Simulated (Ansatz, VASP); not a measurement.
**Two plane-wave programs on Y3AlN4**

```
CELL_PARAMETERS angstrom
3.69961 0.00000 0.00000
-1.84980 3.20395 0.00000
0.00000 0.00000 10.94360
ATOMIC_POSITIONS crystal
Al 0.33333 0.66667 0.00528
Y 0.33333 0.66667 0.48960
Y 0.66667 0.33333 0.22073
Y 0.66667 0.33333 0.75917
N 0.33333 0.66667 0.17301
N 0.33333 0.66667 0.69977
N 0.66667 0.33333 0.43210
N 0.66667 0.33333 0.97033
```

Alike in both runs: task single point; functional r2SCAN; k mesh 12 × 12 × 2; no spin polarisation.

```csv
,VASP,Ansatz
version,VASP 6.6.1,Ansatz 0.2.0
potentials or method,"VASP PAW PBE potentials, release 64 (Al, Y_sv, N)","plane waves, PAW"
plane-wave cutoff (eV),520,500
occupations,"gaussian, width 0.01 eV",fixed
valence electrons in the cell,56,56
```

VASP gave:

```
gap on the k mesh at the Fermi level (eV) : 2.02
pressure (GPa)                            : 0.0
rms of the force components (eV/Å)        : 0.006
```

Which values does Ansatz return?

gap on the k mesh at the Fermi level (eV): 2.01; pressure (GPa): 0.0; rms of the force components (eV/Å): 0.001.

VASP's potentials were made for PBE, not for r2SCAN. Atom by atom the forces differ by 0.006 eV/Å (rms over components).
